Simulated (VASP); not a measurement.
Runs of VASP 6.6.1 on NaTiO3. The structure is that of space group Pm-3m (No. 221), or close to it. The cells are those of the table. 

```csv
cell,gap on the mesh (eV),pressure (GPa)
"a = 4.004 Å, 5 atoms",none,-18.5
"a = 4.053 Å, 5 atoms",none,-21.4
"a = 3.902 Å, 5 atoms",none,(a)
"a = 3.795 Å, 5 atoms",none,(b)
"a = 3.740 Å, 5 atoms",none,12.0
```

Alike in all rows: task single point; level LDA; potentials or basis VASP PAW LDA potentials, release 64 (Na_pv, Ti_sv, O); no spin polarisation; k mesh 6 × 6 × 6; cutoff (eV) 520; smearing methfessel-paxton 0.1 eV.

Problem. Estimate the missing entries.

Solution. (a) -10.3; (b) 2.9.

Caveats: an odd number of electrons without spin polarisation forces a metal; a magnetic or distorted state may lie lower; semilocal functionals often make such compounds metallic where correlation or magnetic order opens a gap, which also shifts bond lengths.

A gap of «none» marks levels without a gap at the run's occupations.
